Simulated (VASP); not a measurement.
The system is BeS.

```
CELL_PARAMETERS angstrom
3.30024 0.00000 0.00000
-1.65012 2.85809 0.00000
0.00000 0.00000 5.25522
ATOMIC_POSITIONS crystal
Be 0.00000 0.00000 0.00000
Be 0.00000 0.00000 0.50000
S 0.33333 0.66667 0.25000
S 0.66667 0.33333 0.75000
```

Base run:

* Program: VASP 6.6.1
* Functional: PBE
* Potentials or basis: VASP PAW PBE potentials, release 64 (Be, S)
* Cutoff: 520 eV
* k mesh: 6 × 6 × 4
* Occupations: gaussian, width 0.01 eV
* Spin: no spin polarisation

Its results: band gap on the k mesh 1.46 eV (least direct gap 3.46 eV); pressure -0.2 GPa.

Problem. The run is repeated on the same cell with these changes: functional from PBE to HSE06; k mesh from 6 × 6 × 4 to 6 × 6 × 2. What comes out?

Solution. Band gap on the k mesh 2.26 eV (least direct gap 4.43 eV); pressure -1.9 GPa.

Several settings changed at once.

Caveats: some runs use coarse meshes; the PAW data sets were made with another functional, which shifts forces and pressure a little (at least some runs).

A k mesh can miss the band edges.
